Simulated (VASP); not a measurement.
Write the native input for VASP 6.6.1 that does the following.

```yaml
Task: single point
Functional: LDA
Potentials_or_basis: VASP PAW LDA potentials, release 64 (Pd)
Cutoff: 500 eV
k_mesh: 7 × 7 × 7
Occupations: gaussian, width 0.05 eV
Spin: no spin polarisation
Dipole_correction: no
Further_INCAR_settings: ALGO = Normal; EDIFF = 1e-06; NBANDS = 17
```

The structure of Pd lies in POSCAR:

```
Pd
1.0
    0.0000000000      2.8101819035      2.8101819035
    2.8101819035      0.0000000000      2.8101819035
    2.8101819035      2.8101819035      0.0000000000
Pd
2
Direct
    1.0000000000      1.0000000000      1.0000000000
    0.2500000000      0.2500000000      0.2500000000
```

This isn't the form of Pd at room conditions, which is fcc.

One way to write it, as run:

INCAR

```
PREC     = Accurate       # precision mode
ENCUT    = 500            # plane-wave cutoff, eV
EDIFF    = 1E-6           # SCF threshold, eV
ISMEAR   = 0              # smearing method
SIGMA    = 0.05           # smearing width, eV
LREAL    = F              # projectors in reciprocal space
LASPH    = T              # aspherical terms in the spheres
NELM     = 120            # most SCF steps
ALGO     = Normal         # electronic algorithm
ISIF     = 2              # what is computed and relaxed
LWAVE    = F              # write WAVECAR
LCHARG   = F              # write CHGCAR
GGA      = CA             # functional
NBANDS   = 17             # bands
GGA_COMPAT= F
```

KPOINTS

```
regular mesh
0
Gamma
  7 7 7
```

Potentials or basis: VASP PAW LDA potentials, release 64 (Pd).

Launch:

```sh
$ cat potpaw_LDA.64/Pd/POTCAR > POTCAR
$ mpirun -np 1 vasp_std > vasp.out
```

Results of the run:

```json
{"Pressure": "-0.2 GPa", "Band gap on the k mesh": "zero (bands 10 and 11 overlap by 0.44 eV)"}
```

Wall time 11 s on 1 thread of Intel(R) Xeon(R) Platinum 8259CL CPU @ 2.50GHz (Skylake/Cascade Lake), on a shared host, peak memory 0.15 GiB.
